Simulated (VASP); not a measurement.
# AlN (AlN (P6_3mc)) in VASP: further runs, part 3 of 3

VASP 6.6.1. The steps go on from the part before.

### Step 6. Relaxation of the atoms, PBE

This run uses another cell than the first one: it holds 16 atoms, not 4.

File INCAR:

```
SYSTEM = AlN
ALGO = Normal
EDIFF = 1E-7
EDIFFG = -0.03
ENCUT = 520
GGA = PE
IBRION = 2
ISIF = 2
ISMEAR = 0
ISYM = 0
LASPH = .TRUE.
LCHARG = .FALSE.
LREAL = Auto
LWAVE = .FALSE.
NELM = 100
NSW = 100
PREC = Accurate
SIGMA = 0.01
```

File KPOINTS:

```
Automatic mesh
0
Gamma
  1 1 2
  0.25 0.25 0.25
```

File POSCAR:

```
AlN
1.0
    6.2595139300      0.0000000600      0.0000000000
   -3.1297570200      5.4208980500      0.0000000000
    0.0000000000      0.0000000000      5.0174032550
Al N
8 8
Direct
    0.3333333350      0.1666666650      0.4992353700
    0.1666666650      0.3333333350      0.9992353700
    0.3333333350      0.6666666650      0.4992353700
    0.1666666650      0.8333333350      0.9992353700
    0.8333333350      0.1666666650      0.4992353700
    0.6666666650      0.3333333350      0.9992353700
    0.8333333350      0.6666666650      0.4992353700
    0.6666666650      0.8333333350      0.9992353700
    0.3333333350      0.1666666650      0.8807646300
    0.1666666650      0.3333333350      0.3807646300
    0.3333333350      0.6666666650      0.8807646300
    0.1666666650      0.8333333350      0.3807646300
    0.8333333350      0.1666666650      0.8807646300
    0.6666666650      0.3333333350      0.3807646300
    0.8333333350      0.6666666650      0.8807646300
    0.6666666650      0.8333333350      0.3807646300
```

Potentials or basis: VASP PAW PBE potentials, release 64 (Al, N).

Run with:

```sh
> cat potpaw_PBE.64/Al/POTCAR potpaw_PBE.64/N/POTCAR > POTCAR
> mpirun -np 1 vasp_std > vasp.out
```

OUTCAR:

```text
SYSTEM = AlN
   EDIFF = 1E-7
   EDIFFG = -0.03
   ENCUT = 520
   GGA = PE
   IBRION = 2
   ISIF = 2
   ISMEAR = 0
   ISYM = 0
   LASPH = .TRUE.
   LREAL = Auto
   NELM = 100
   NSW = 100
   PREC = Accurate

 ion  position               nearest neighbor table
   1  0.333  0.167  0.499-  14 1.90  12 1.90  10 1.90   9 1.91   6 3.09   6 3.09   4 3.09   4 3.09
                             2 3.09   2 3.09   7 3.13   7 3.13   5 3.13   5 3.13   3 3.13   3 3.13
   2  0.167  0.333  0.999-  13 1.90  11 1.90   9 1.90  10 1.91   5 3.09   5 3.09   3 3.09   3 3.09
                             1 3.09   1 3.09   8 3.13   8 3.13   6 3.13   6 3.13   4 3.13   4 3.13
   3  0.333  0.667  0.499-  16 1.90  10 1.90  12 1.90  11 1.91   8 3.09   8 3.09   2 3.09   2 3.09
                             4 3.09   4 3.09   5 3.13   5 3.13   7 3.13   7 3.13   1 3.13   1 3.13
   4  0.167  0.833  0.999-  15 1.90   9 1.90  11 1.90  12 1.91   7 3.09   7 3.09   1 3.09   1 3.09
                             3 3.09   3 3.09   6 3.13   6 3.13   8 3.13   8 3.13   2 3.13   2 3.13
   5  0.833  0.167  0.499-  10 1.90  16 1.90  14 1.90  13 1.91   2 3.09   2 3.09   8 3.09   8 3.09
                             6 3.09   6 3.09   3 3.13   3 3.13   1 3.13   1 3.13   7 3.13   7 3.13
   6  0.667  0.333  0.999-   9 1.90  15 1.90  13 1.90  14 1.91   1 3.09   1 3.09   7 3.09   7 3.09
                             5 3.09   5 3.09   4 3.13   4 3.13   2 3.13   2 3.13   8 3.13   8 3.13
   7  0.833  0.667  0.499-  12 1.90  14 1.90  16 1.90  15 1.91   4 3.09   4 3.09   6 3.09   6 3.09
                             8 3.09   8 3.09   1 3.13   1 3.13   3 3.13   3 3.13   5 3.13   5 3.13
   8  0.667  0.833  0.999-  11 1.90  13 1.90  15 1.90  16 1.91   3 3.09   3 3.09   5 3.09   5 3.09
                             7 3.09   7 3.09   2 3.13   2 3.13   4 3.13   4 3.13   6 3.13   6 3.13
   9  0.333  0.167  0.881-   6 1.90   4 1.90   2 1.90   1 1.91
  10  0.167  0.333  0.381-   5 1.90   3 1.90   1 1.90   2 1.91
  11  0.333  0.667  0.881-   8 1.90   2 1.90   4 1.90   3 1.91
  12  0.167  0.833  0.381-   7 1.90   1 1.90   3 1.90   4 1.91
  13  0.833  0.167  0.881-   2 1.90   8 1.90   6 1.90   5 1.91
  14  0.667  0.333  0.381-   1 1.90   7 1.90   5 1.90   6 1.91
  15  0.833  0.667  0.881-   4 1.90   6 1.90   8 1.90   7 1.91
  16  0.667  0.833  0.381-   3 1.90   5 1.90   7 1.90   8 1.91

IMPORTANT INFORMATION: All symmetrisations will be switched off!
NOSYMM: (Re-)initialisation of all symmetry stuff for point group C_1.

----------------------------------------------------------------------------------------

                                     Primitive cell

  volume of cell :     170.2515

  direct lattice vectors                    reciprocal lattice vectors
     6.259513930  0.000000060  0.000000000     0.159756813  0.092235641  0.000000000
    -3.129757020  5.420898050  0.000000000    -0.000000002  0.184471279  0.000000000
     0.000000000  0.000000000  5.017403255     0.000000000  0.000000000  0.199306284

  length of vectors
     6.259513930  6.259513933  5.017403255     0.184471279  0.184471279  0.199306284

  position of ions in fractional coordinates (direct lattice)
     0.333333335  0.166666665  0.499235370
     0.166666665  0.333333335  0.999235370
     0.333333335  0.666666665  0.499235370
     0.166666665  0.833333335  0.999235370
     0.833333335  0.166666665  0.499235370
     0.666666665  0.333333335  0.999235370
[... 8 lines left out ...]
     0.833333335  0.666666665  0.880764630
     0.666666665  0.833333335  0.380764630

  ion indices of the primitive-cell ions
   primitive index   ion index
                 1           1
                 2           2
                 3           3
                 4           4
[... 128 lines left out ...]
  -------------------------------------------------------------------------------------
  Total       -1.9574494     -1.9574337      1.8910645      0.0000117      0.0000014     -0.0000028
  in kB      -18.4208757    -18.4207279     17.7961505      0.0001098      0.0000132     -0.0000268
  external PRESSURE =      -6.3484844 kB  Pullay stress =       0.0000000 kB

 VOLUME and BASIS-vectors are now :
 -----------------------------------------------------------------------------
  energy-cutoff  :      520.00
  volume of cell :      170.25
      direct lattice vectors                 reciprocal lattice vectors
     6.259513930  0.000000060  0.000000000     0.159756813  0.092235641  0.000000000
    -3.129757020  5.420898050  0.000000000    -0.000000002  0.184471279  0.000000000
     0.000000000  0.000000000  5.017403255     0.000000000  0.000000000  0.199306284

 POSITION                                       TOTAL-FORCE (eV/Angst)
 -----------------------------------------------------------------------------------
      1.56488      0.90348      2.50487         0.000007      0.000004      0.108572
     -0.00000      1.80697      5.01357        -0.000008      0.000051      0.108638
     -0.00000      3.61393      2.50487        -0.000020     -0.000012      0.108649
     -1.56488      4.51742      5.01357         0.000023     -0.000045      0.108632
      4.69464      0.90348      2.50487        -0.000008      0.000029      0.108593
      3.12976      1.80697      5.01357         0.000011      0.000026      0.108658
[... 8 lines left out ...]
      3.12976      3.61393      4.41915        -0.000005      0.000000     -0.108619
      1.56488      4.51742      1.91045         0.000008      0.000007     -0.108618
 -----------------------------------------------------------------------------------
    total drift:                               -0.000010      0.000007      0.036519

  FREE ENERGIE OF THE ION-ELECTRON SYSTEM (eV)
  ---------------------------------------------------
  free  energy   TOTEN  =      -120.6648261457 eV

  energy  without entropy=     -120.6648261457  energy(sigma->0) =     -120.66482615

--------------------------------------- Ionic step        2  -------------------------------------------

 number of electron      63.9999993 magnetization

 Free energy of the ion-electron system (eV)
  ---------------------------------------------------
  ext. energy  EPLUGINS =         0.00000000
  ---------------------------------------------------
  free energy    TOTEN  =      -120.66839378 eV

  energy without entropy =     -120.66839378  energy(sigma->0) =     -120.66839378

 E-fermi :   5.6050     XC(G=0): -10.8436

 val. band max:        5.5488149298   @ k =   0.5000   0.2500   0.1250
 cond. band min:      11.3079112145   @ k =   0.2500   0.2500   0.1250
 fundamental gap:      5.7590962847
 Fermi energy:         5.6050468858

 k-point     1 :       0.2500    0.2500    0.1250
  band No.  band energies     occupation
      1      -8.5419      2.00000
      2      -7.9115      2.00000
      3      -7.9114      2.00000
      4      -6.9070      2.00000
      5      -6.8861      2.00000
      6      -6.6333      2.00000
[... 517 lines left out ...]
     40      13.2602      0.00000
     41      14.2054      0.00000

------------------------ aborting loop because EDIFF is reached ----------------------------------------

  FORCE on cell =-STRESS in cart. coord.  units (eV):
  Direction    XX          YY          ZZ          XY          YZ          ZX
  --------------------------------------------------------------------------------------
  -------------------------------------------------------------------------------------
  Total       -2.3898913     -2.3898783      2.8753771      0.0000051      0.0000007     -0.0000003
  in kB      -22.4904354    -22.4903136     27.0591736      0.0000475      0.0000063     -0.0000031
  external PRESSURE =      -5.9738584 kB  Pullay stress =       0.0000000 kB

 VOLUME and BASIS-vectors are now :
 -----------------------------------------------------------------------------
  energy-cutoff  :      520.00
  volume of cell :      170.25
      direct lattice vectors                 reciprocal lattice vectors
     6.259513930  0.000000060  0.000000000     0.159756813  0.092235641  0.000000000
    -3.129757020  5.420898050  0.000000000    -0.000000002  0.184471279  0.000000000
     0.000000000  0.000000000  5.017403255     0.000000000  0.000000000  0.199306284

 POSITION                                       TOTAL-FORCE (eV/Angst)
 -----------------------------------------------------------------------------------
      1.56488      0.90348      2.51010        -0.000010     -0.000005     -0.024630
     -0.00000      1.80697      0.00140         0.000013     -0.000076     -0.024716
     -0.00000      3.61393      2.51011         0.000028      0.000015     -0.024722
     -1.56488      4.51741      0.00140        -0.000034      0.000064     -0.024708
      4.69464      0.90348      2.51010         0.000009     -0.000038     -0.024654
      3.12976      1.80697      0.00141        -0.000014     -0.000037     -0.024742
[... 8 lines left out ...]
      3.12976      3.61393      4.41391         0.000012     -0.000007      0.024686
      1.56488      4.51742      1.90521        -0.000016     -0.000019      0.024697
 -----------------------------------------------------------------------------------
    total drift:                               -0.000000      0.000001      0.011654

  FREE ENERGIE OF THE ION-ELECTRON SYSTEM (eV)
  ---------------------------------------------------
  free  energy   TOTEN  =      -120.6683937833 eV

  energy  without entropy=     -120.6683937833  energy(sigma->0) =     -120.66839378

 reached required accuracy - stopping structural energy minimisation
```

Run time: 6.1 min. Hardware: 1 thread of AMD EPYC 7R43 (Zen 3), shared host; peak memory 0.28 GiB.

Results:

- Free energy: -120.6684 eV
- Energy gained by relaxing: 0.2 meV/atom
- Ionic steps: 2
- Pressure after relaxing: -0.6 GPa
- Largest force after relaxing: 0.025 eV/Å
- Band gap on the k mesh: 5.76 eV

Forces on the atoms (eV/Å):
```
Al   0.000  0.000 -0.025
Al   0.000  0.000 -0.025
Al   0.000  0.000 -0.025
Al   0.000  0.000 -0.025
Al   0.000  0.000 -0.025
Al   0.000  0.000 -0.025
Al   0.000  0.000 -0.025
Al   0.000  0.000 -0.025
N    0.000  0.000  0.025
N    0.000  0.000  0.025
N    0.000  0.000  0.025
N    0.000  0.000  0.025
N    0.000  0.000  0.025
N    0.000  0.000  0.025
N    0.000  0.000  0.025
N    0.000  0.000  0.025
```

The path:
| step | energy change (eV) | largest force (eV/Å) | pressure (GPa) |
| --- | --- | --- | --- |
| 1 | 0.0000 | 0.1087 | -0.63 |
| 2 | -0.0036 | 0.0247 | -0.60 |

Final structure:
```
Al N
1.0
     6.25951    0.00000    0.00000
    -3.12976    5.42090    0.00000
     0.00000    0.00000    5.01740
Al N
8 8
Direct
  0.33333 0.16667 0.50028
  0.16667 0.33333 0.00028
  0.33333 0.66667 0.50028
  0.16667 0.83333 0.00028
  0.83333 0.16667 0.50028
  0.66667 0.33333 0.00028
  0.83333 0.66667 0.50028
  0.66667 0.83333 0.00028
  0.33333 0.16667 0.87972
  0.16667 0.33333 0.37972
  0.33333 0.66667 0.87972
  0.16667 0.83333 0.37972
  0.83333 0.16667 0.87972
  0.66667 0.33333 0.37972
  0.83333 0.66667 0.87972
  0.66667 0.83333 0.37972
```

Caveat: the k points lie up to 1.16 Å⁻¹ apart. A k mesh can miss the band edges.

### Step 7. Summary

| task | cell | k mesh | cutoff (eV) | smearing | gap on the mesh (eV) | pressure (GPa) | largest force (eV/Å) |
| --- | --- | --- | --- | --- | --- | --- | --- |
| single point | a = 3.130, b = 3.130, c = 5.017 Å, angles 90.0, 90.0, 120.0°, 4 atoms | 10 × 10 × 6 | 520 | gaussian 0.01 eV | 4.05 | -0.2 | - |
| single point | a = 3.130, b = 3.130, c = 5.017 Å, angles 90.0, 90.0, 120.0°, 4 atoms | 10 × 10 × 6 | 520 | fermi-dirac 0.01 eV | 4.05 | -0.2 | - |
| single point | a = 6.260, b = 6.260, c = 5.017 Å, angles 90.0, 90.0, 120.0°, 16 atoms | 2 × 2 × 4, shifted | 520 | fermi-dirac 0.01 eV | 5.29 | -0.1 | 0.22 |
| relaxation of cell and atoms | relaxed from a = 3.129, b = 3.129, c = 5.017 Å, angles 90.0, 90.0, 120.0°, 4 atoms | 10 × 10 × 6 | 600 | gaussian 0.01 eV | 4.06 | 0.0 | - |
| relaxation of the atoms | atoms relaxed from a = 6.260, b = 6.260, c = 5.017 Å, angles 90.0, 90.0, 120.0°, 16 atoms | 1 × 1 × 2, shifted | 520 | gaussian 0.01 eV | 5.76 | -0.6 | 0.02 |

Alike in all rows: level PBE; potentials or basis VASP PAW PBE potentials, release 64 (Al, N); no spin polarisation.

Caveats: some runs use coarse meshes.

Total energies depend on the potentials used, so only differences within one code and one set of settings carry meaning.
